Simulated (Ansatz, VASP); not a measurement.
# GdN in VASP and in Ansatz

INCAR

```
PREC     = Accurate       # precision mode
ENCUT    = 520            # plane-wave cutoff, eV
EDIFF    = 1E-6           # SCF threshold, eV
ISMEAR   = -1             # smearing method
SIGMA    = 0.05           # smearing width, eV
LREAL    = F              # projectors in reciprocal space
LASPH    = T              # aspherical terms in the spheres
NELM     = 150            # most SCF steps
ALGO     = Normal         # electronic algorithm
ISIF     = 2              # what is computed and relaxed
LWAVE    = F              # write WAVECAR
LCHARG   = T              # write CHGCAR
ISPIN    = 2              # spin polarisation
MAGMOM   = 7 0            # initial moments
LORBIT   = 11             # projections on sites
LMAXMIX  = 6              # l up to which the mixer works
GGA      = PE             # functional
LELF     = T              # ELF
LVHAR    = T            
NBANDS   = 22             # bands
```

KPOINTS

```
Automatic mesh
0
Gamma
  11 11 11
```

File POSCAR:

```
GdN
1.0
    0.0000000000      2.5201579616      2.5201579616
    2.5201579616      0.0000000000      2.5201579616
    2.5201579616      2.5201579616      0.0000000000
Gd N
1 1
Direct
    0.0000000000      0.0000000000      0.0000000000
    0.5000000000      0.5000000000      0.5000000000
```

Input for Ansatz:

```yaml
crystal:
  lattice:
    - [0.0, 2.5201579616, 2.5201579616]
    - [2.5201579616, 0.0, 2.5201579616]
    - [2.5201579616, 2.5201579616, 0.0]
  atoms:
    - { symbol: Gd, position: [0.0, 0.0, 0.0], spin: 7.0 }
    - { symbol: "N", position: [0.5, 0.5, 0.5] }
magnetization:
  spin_polarized: true
kpoints:
  mp_grid: { grid: [11, 11, 11] }
scf:
  occupations: { method: fermi_dirac, width: 0.05 }
hamiltonian:
  xc: pbe
  pseudopotentials: { kind: all_electron, lapw: { basis_error: 0.001 } }
output:
  forces: true
  stress: true
  eigenvalues: true
```

Change from the starting cell: volume scaled by 1.025.

Alike in both runs: task single point; functional PBE; k mesh 11 × 11 × 11; occupations fermi-dirac, width 0.05 eV; collinear spin.

|  | VASP | Ansatz |
| --- | --- | --- |
| version | VASP 6.6.1 | Ansatz 0.2.0 |
| potentials or method | VASP PAW PBE potentials, release 64 (Gd, N), cutoff 520 eV | all-electron LAPW, scalar-relativistic |

Ansatz gave:

| Property | Result |
| --- | --- |
| pressure (GPa) | -4.6 |
| net moment per atom (μB) | 3.50 |
| size of the moment on the site where the two differ most (μB) | 6.99 |

Problem. Which values does VASP return?

Solution. Pressure (GPa): -4.6; net moment per atom (μB): 3.50; size of the moment on the site where the two differ most (μB): 6.80.

Site moments also hang on the region over which each program counts them. Ansatz ran all-electron here, and VASP with PAW potentials.

Spin-orbit coupling is off throughout.
